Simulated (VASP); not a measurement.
# MoS2 (P6_3/mmc) in VASP: elastic constants with PBE+D3(BJ)

Aim: the elastic constants of MoS2 with PBE+D3(BJ).

All numbers are computed with VASP 6.6.1; they aren't measurements. Logs are shortened: lines on timing, memory, paths and dates and some standing lists are left out, and cuts for length are marked.

### Step 1. The cell of the first run

Symmetry: P6_3/mmc, No. 194, hexagonal system. Conventional cell: a = 3.149 Å, b = 3.149 Å, c = 12.090 Å, α = 90.00°, β = 90.00°, γ = 120.00°. Mo (site symmetry -6m2) has 6 S at 2.40 Å and 6 Mo at 3.15 Å within 3.2 Å. S (site symmetry 3m) has 3 Mo at 2.40 Å and 7 S at 3.13 to 3.15 Å within 3.2 Å.

### Step 2. Elastic constants, PBE+D3(BJ)

INCAR

```
SYSTEM = MoS2
PREC     = Accurate       ! precision mode
ENCUT    = 600            ! plane-wave cutoff, eV
EDIFF    = 1E-8           ! SCF threshold, eV
ISMEAR   = 0              ! smearing method
SIGMA    = 0.05           ! smearing width, eV
LREAL    = .False.        ! projectors in reciprocal space
LASPH    = .True.         ! aspherical terms in the spheres
NELM     = 100            ! most SCF steps
ALGO     = Normal         ! electronic algorithm
ISIF     = 3              ! what is computed and relaxed
LWAVE    = .False.        ! write WAVECAR
LCHARG   = .True.         ! write CHGCAR
GGA      = PE             ! functional
IVDW     = 12             ! dispersion correction
NBANDS   = 35             ! bands
IBRION   = 6              ! ionic algorithm
NFREE    = 2            
POTIM    = 0.015          ! step
NSW      = 1              ! ionic steps
```

KPOINTS

```
regular mesh
0
Gamma
  8 8 2
  0 0 0
```

POSCAR

```
MoS2
1.0
    3.1491947499      0.0000000000      0.0000000000
   -1.5745973749      2.7272826549      0.0000000000
    0.0000000000      0.0000000000     12.0897450277
Mo S
2 4
Direct
    0.3333333333      0.6666666667      0.2500000000
    0.6666666667      0.3333333333      0.7500000000
    0.3333333333      0.6666666667      0.6204789569
    0.6666666667      0.3333333333      0.1204789569
    0.3333333333      0.6666666667      0.8795210431
    0.6666666667      0.3333333333      0.3795210431
```

Potentials or basis: VASP PAW PBE potentials, release 64 (Mo_sv, S).

Started as:

```bash
$ cat potpaw_PBE.64/Mo_sv/POTCAR potpaw_PBE.64/S/POTCAR > POTCAR
$ mpirun -np 1 vasp_std > vasp.out
```

OUTCAR:

```text
SYSTEM = MoS2
   PREC = Accurate
   ENCUT = 600
   EDIFF = 1E-8
   ISMEAR = 0
   LREAL = .False.
   LASPH = .True.
   NELM = 100
   ISIF = 3
   GGA = PE
   IVDW = 12
   IBRION = 6
   NFREE = 2
   POTIM = 0.015
   NSW = 1
 IVDW          = 12

 ion  position               nearest neighbor table
   1  0.333  0.667  0.250-   4 2.40   6 2.40   4 2.40   6 2.40   4 2.40   6 2.40
   2  0.667  0.333  0.750-   3 2.40   5 2.40   3 2.40   5 2.40   3 2.40   5 2.40
   3  0.333  0.667  0.620-   2 2.40   2 2.40   2 2.40
   4  0.667  0.333  0.120-   1 2.40   1 2.40   1 2.40
   5  0.333  0.667  0.880-   2 2.40   2 2.40   2 2.40
   6  0.667  0.333  0.380-   1 2.40   1 2.40   1 2.40

  LATTYP: Found a hexagonal cell.
 ALAT       =     3.1491947499
 C/A-ratio  =     3.8389956760

  Lattice vectors:

 A1 = (   3.1491947499,   0.0000000000,   0.0000000000)
 A2 = (  -1.5745973749,   2.7272826549,   0.0000000000)
 A3 = (   0.0000000000,   0.0000000000,  12.0897450277)

Analysis of symmetry for initial positions (statically):
=====================================================================
 Subroutine PRICEL returns:
 Original cell was already a primitive cell.

 Routine SETGRP: Setting up the symmetry group for a
 hexagonal supercell.

 Subroutine GETGRP returns: Found 24 space group operations
 (whereof 12 operations were pure point group operations)
 out of a pool of 24 trial point group operations.

The static configuration has the point symmetry D_3d.
 The point group associated with its full space group is D_6h.

Analysis of symmetry for dynamics (positions and initial velocities):
=====================================================================
 Subroutine PRICEL returns:
 Original cell was already a primitive cell.

 Routine SETGRP: Setting up the symmetry group for a
 hexagonal supercell.

 Subroutine GETGRP returns: Found 24 space group operations
 (whereof 12 operations were pure point group operations)
 out of a pool of 24 trial point group operations.

The dynamic configuration has the point symmetry D_3d.
 The point group associated with its full space group is D_6h.

 Subroutine INISYM returns: Found 24 space group operations
 (whereof 12 operations are pure point group operations),
 and found     1 'primitive' translations

----------------------------------------------------------------------------------------

                                     Primitive cell

  volume of cell :     103.8357

  direct lattice vectors                    reciprocal lattice vectors
     3.149194750  0.000000000  0.000000000     0.317541492  0.183332666  0.000000000
    -1.574597375  2.727282655  0.000000000     0.000000000  0.366665332  0.000000000
     0.000000000  0.000000000 12.089745028     0.000000000  0.000000000  0.082714730

  length of vectors
     3.149194750  3.149194750 12.089745028     0.366665332  0.366665332  0.082714730

  position of ions in fractional coordinates (direct lattice)
     0.333333333  0.666666667  0.250000000
     0.666666667  0.333333333  0.750000000
     0.333333333  0.666666667  0.620478957
     0.666666667  0.333333333  0.120478957
     0.333333333  0.666666667  0.879521043
     0.666666667  0.333333333  0.379521043

  ion indices of the primitive-cell ions
   primitive index   ion index
                 1           1
                 2           2
                 3           3
                 4           4
                 5           5
                 6           6

----------------------------------------------------------------------------------------
[... 89 lines left out ...]
   LORBIT       =      0    0 simple, 1 ext, 2 COOP (PROOUT), +10 PAW based schemes
   GGA     = PE    functional components
   LHFCALC =     F    Hartree Fock is set to
   AEXX    =    0.0000 exact exchange contribution
   IVDW    =    12    specifies the selected vdW correction
   LEPSILON=     F    determine dielectric tensor
   LRPA    =     F    only Hartree local field effects (RPA)
 finite differences with symmetry
 non-spin polarized calculation
 Gauss-broadening in eV      SIGMA  =   0.05
  energy-cutoff  :      600.00
  volume of cell :      103.84
 maximum number of plane-waves:      3505
 NGX is ok and might be reduce to    28
   NGX = 13   NGY = 13   NGZ = 49

--------------------------------------- Ionic step        1  -------------------------------------------

 number of electron      51.9999995 magnetization

 Free energy of the ion-electron system (eV)
  ---------------------------------------------------
  ext. energy  EPLUGINS =         0.00000000
  ---------------------------------------------------
  free energy    TOTEN  =       -43.54583968 eV

  energy without entropy =      -43.54583968  energy(sigma->0) =      -43.54583968

------------------------ aborting loop because EDIFF is reached ----------------------------------------

 Edisp (eV)   -2.62536

 E8    (eV) :    -1.0586
[... 117 lines left out ...]
  FREE ENERGIE OF THE ION-ELECTRON SYSTEM (eV)
  ---------------------------------------------------
  free  energy   TOTEN  =       -46.1517835197 eV

  energy  without entropy=      -46.1517835197  energy(sigma->0) =      -46.15178352

[... ionic steps 4 to 18 ...]

--------------------------------------- Ionic step       19  -------------------------------------------

 number of electron      51.9999995 magnetization

------------------------ aborting loop because EDIFF is reached ----------------------------------------
[... 83 lines left out ...]
--------------------------------------- Ionic step       21  -------------------------------------------

 number of electron      51.9999995 magnetization

 Free energy of the ion-electron system (eV)
  ---------------------------------------------------
  ext. energy  EPLUGINS =         0.00000000
  ---------------------------------------------------
  free energy    TOTEN  =       -43.54358195 eV

  energy without entropy =      -43.54358195  energy(sigma->0) =      -43.54358195

 E-fermi :   8.2482     XC(G=0): -11.0197

 val. band max:        7.9390300076   @ k =   0.0000   0.0000   0.0000
 cond. band min:       8.8359311342   @ k =   0.2500   0.1250   0.0000
 fundamental gap:      0.8969011266
 Fermi energy:         8.2481794757

 k-point     1 :       0.0000    0.0000    0.0000
  band No.  band energies     occupation
      1     -53.5929      2.00000
      2     -53.5890      2.00000
      3     -27.7572      2.00000
      4     -27.7508      2.00000
      5     -27.5157      2.00000
      6     -27.5157      2.00000
[... 786 lines left out ...]
  FREE ENERGIE OF THE ION-ELECTRON SYSTEM (eV)
  ---------------------------------------------------
  free  energy   TOTEN  =       -46.1690287198 eV

  energy  without entropy=      -46.1690287198  energy(sigma->0) =      -46.16902872

 INTERNAL STRAIN TENSORS FROM STRAINED CELLS
 ============================================

 INTERNAL STRAIN TENSOR FOR ION    1 for displacements in x,y,z  (eV/Angst):
          X           Y           Z          XY          YZ          ZX
  --------------------------------------------------------------------------------
  x    -0.00000     0.00000     0.00000    -6.55529    -0.00000     0.00000
  y    -6.56404     6.57203     0.00000     0.00005    -0.00002     0.00004
  z     0.00000    -0.00000     0.00000    -0.00000     0.00050     0.00000

 INTERNAL STRAIN TENSORS FROM DISPLACED ATOMS
 ============================================

 INTERNAL STRAIN TENSOR FOR ION    1 for displacements in x,y,z  (eV/Angst):
          X           Y           Z          XY          YZ          ZX
  --------------------------------------------------------------------------------
  x    -0.00000     0.00000    -0.00000    -6.55246     0.00000     0.00000
  y    -6.55246     6.55246     0.00000     0.00000     0.00000     0.00000
  z     0.00000     0.00000    -0.00000     0.00000    -0.00000     0.00000

 INTERNAL STRAIN TENSOR FOR ION    6 for displacements in x,y,z  (eV/Angst):
          X           Y           Z          XY          YZ          ZX
  --------------------------------------------------------------------------------
  x     0.00000    -0.00000    -0.00000     3.40523    -0.00000   -14.04243
  y     3.40523    -3.40523     0.00000    -0.00000   -14.04243    -0.00000
  z   -10.06220   -10.06220   -27.96959    -0.00000    -0.00000    -0.00000

 Eigenvectors and eigenvalues of the dynamical matrix
 ----------------------------------------------------

   1 f  =   14.050355 THz    88.280982 2PiTHz  468.669383 cm-1    58.107572 meV
             X         Y         Z           dx          dy          dz
     -0.000000  1.818188  3.022436    -0.000000   -0.000000   -0.439369
      1.574597  0.909094  9.067309    -0.000000    0.000000    0.439369
     -0.000000  1.818188  7.501432     0.000000   -0.000000   -0.391762
      1.574597  0.909094  1.456560     0.000000    0.000000    0.391762
     -0.000000  1.818188 10.633185     0.000000   -0.000000   -0.391762
      1.574597  0.909094  4.588313     0.000000    0.000000    0.391762
[... 145 lines left out ...]
  18 f/i=    0.000127 THz     0.000800 2PiTHz    0.004248 cm-1     0.000527 meV
             X         Y         Z           dx          dy          dz
     -0.000000  1.818188  3.022436    -0.533259    0.123723    0.000000
      1.574597  0.909094  9.067309    -0.533259    0.123723    0.000000
     -0.000000  1.818188  7.501432    -0.308298    0.071529    0.000000
      1.574597  0.909094  1.456560    -0.308298    0.071529    0.000000
     -0.000000  1.818188 10.633185    -0.308298    0.071529    0.000000
      1.574597  0.909094  4.588313    -0.308298    0.071529    0.000000

--------------------------------------------------------------------------------------------------------

 ELASTIC MODULI CONTR FROM IONIC RELAXATION (kBar)
 Direction    XX          YY          ZZ          XY          YZ          ZX
 --------------------------------------------------------------------------------
 XX        -385.6815   -245.5700   -877.3354     -0.0000      0.0000      0.0000
 YY        -245.5700   -385.6815   -877.3354     -0.0000     -0.0000     -0.0000
 ZZ        -877.3354   -877.3354  -2438.7026     -0.0000     -0.0000      0.0000
 XY          -0.0000     -0.0000     -0.0000    -70.0557     -0.0000     -0.0000
 YZ          -0.0000     -0.0000     -0.0000     -0.0000  -1279.6917     -0.0000
 ZX           0.0000      0.0000      0.0000     -0.0000     -0.0000  -1279.6916
 --------------------------------------------------------------------------------

 TOTAL ELASTIC MODULI (kBar)
 Direction    XX          YY          ZZ          XY          YZ          ZX
 --------------------------------------------------------------------------------
 XX        2314.8816    552.2658    105.1666      0.0000      0.0000      0.0000
 YY         552.2658   2314.8816    105.1666      0.0000     -0.0000     -0.0000
 ZZ         105.1666    105.1666    630.4471      0.0000     -0.0000      0.0000
 XY           0.0000      0.0000      0.0000    881.3079     -0.0000     -0.0000
 YZ          -0.0000     -0.0000     -0.0000     -0.0000    205.1320      0.0000
 ZX           0.0000      0.0000      0.0000     -0.0000      0.0000    205.1317
 --------------------------------------------------------------------------------
```

Run time: 1.5 h. Hardware: 1 thread of Oxide Virtual Turin-like, shared host; peak memory 0.56 GiB.

Results:

* Voigt bulk modulus: 75 GPa
* Highest phonon frequency at Γ, LO-TO splitting left out: 469 cm⁻¹
* Dispersion energy per atom: -0.438 eV

Phonon frequencies in cm⁻¹ (negative: imaginary):
```tsv
q point	frequencies
(0.000, 0.000, 0.000)	0 0 0 36 36 62 281 281 284 284 379 379 380 380 401 410 463 469
```

Elastic tensor in Voigt notation (GPa, in the Cartesian axes of the cell as first typed):
```
231  55  11   0   0   0
 55 231  11   0   0   0
 11  11  63   0   0   0
  0   0   0  21   0   0
  0   0   0   0  21   0
  0   0   0   0   0  88
```

Clamped-ion elastic tensor (GPa):
```
270  80  98   0   0   0
 80 270  98   0   0   0
 98  98 307   0   0   0
  0   0   0 148   0   0
  0   0   0   0 148   0
  0   0   0   0   0  95
```
